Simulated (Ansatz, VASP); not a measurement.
**Two plane-wave programs on Y**

The input INCAR:

```
PREC = Accurate
ENCUT = 600
EDIFF = 1E-7
ISMEAR = -1
SIGMA = 0.05
LREAL = False
LASPH = True
NELM = 100
ALGO = Normal
ISIF = 3
LWAVE = False
LCHARG = False
GGA = CA
IBRION = 2
NSW = 60
EDIFFG = -0.005
```

KPOINTS

```
Automatic mesh
0
Gamma
  14 14 14
```

The input POSCAR:

```
Y
1.0
   -1.9567158315      1.9567158315      1.9567158315
    1.9567158315     -1.9567158315      1.9567158315
    1.9567158315      1.9567158315     -1.9567158315
Y
1
Direct
    0.0000000000      0.0000000000      0.0000000000
```

Input for Ansatz:

```yaml
crystal:
  lattice:
    - [-1.9567158315, 1.9567158315, 1.9567158315]
    - [1.9567158315, -1.9567158315, 1.9567158315]
    - [1.9567158315, 1.9567158315, -1.9567158315]
  atoms:
    - { symbol: "Y", position: [0.0, 0.0, 0.0] }
kpoints:
  mp_grid: { grid: [14, 14, 14] }
scf:
  occupations: { method: fermi_dirac, width: 0.05 }
hamiltonian:
  xc: lda
  pseudopotentials: { kind: paw }
output:
  forces: true
  stress: true
relax:
  f_tol: 0.005
  max_steps: 40
  cell: {}
```

Alike in both runs: task relaxation of cell and atoms; functional LDA; k mesh 14 × 14 × 14; occupations fermi-dirac, width 0.05 eV; no spin polarisation.

|  | VASP | Ansatz |
| --- | --- | --- |
| version | VASP 6.6.1 | Ansatz 0.2.0 |
| potentials or method | VASP PAW LDA potentials, release 64 (Y_sv) | PAW with Ansatz's default frozen-core files, scalar-relativistic |
| plane-wave cutoff (eV) | 600 | 420 |
| valence electrons in the cell | 11 | 11 |

VASP gave:

- relaxed volume (Å³/atom): 29.81
- relaxed cell length with the largest relative difference (Å): 3.383

Q: Estimate Ansatz's values.

A: Relaxed volume (Å³/atom): 29.91; relaxed cell length with the largest relative difference (Å): 3.387.

LDA's correlation is that of Perdew and Zunger in VASP and of Perdew and Wang (1992) in Ansatz.
